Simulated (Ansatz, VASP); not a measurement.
# Two plane-wave programs on Ga2O3

```
Ga O
1.0
     6.22743   -1.54176    0.01149
     6.22743    1.54176    0.01149
    -1.40272    0.00000    5.70769
Ga O
4 6
Cartesian
  0.0051 0.0000 4.5381
  11.0471 0.0000 1.1926
  7.7608 0.0000 1.8085
  3.2913 0.0000 3.9222
  1.8830 0.0000 0.6271
  9.1691 0.0000 5.1036
  1.3718 0.0000 3.2252
  9.6804 0.0000 2.5055
  5.8178 0.0000 1.4765
  5.2343 0.0000 4.2542
```

Alike in both runs: functional PBE; k mesh 10 × 10 × 6; occupations gaussian, width 0.02 eV; no spin polarisation.

Ansatz relaxed the structure, and its values are those at the end. VASP's run is a single point on that final structure, the one shown.

|  | VASP | Ansatz |
| --- | --- | --- |
| version | VASP 6.6.1 | Ansatz 0.2.0 |
| potentials or method | VASP PAW PBE potentials, release 64 (Ga_d, O), cutoff 520 eV | scalar-relativistic, plane waves, PAW |
| valence electrons in the cell | 88 | 88 |

```csv
,VASP,Ansatz,Ansatz less VASP
gap on the k mesh at the Fermi level (eV),1.99,2.01,+0.017
least direct gap on the mesh (eV),2.02,2.03,+0.015
pressure (GPa),0.6,0.0,-0.56
rms of the force components (eV/Å),0.008,0.001,-0.0073
```
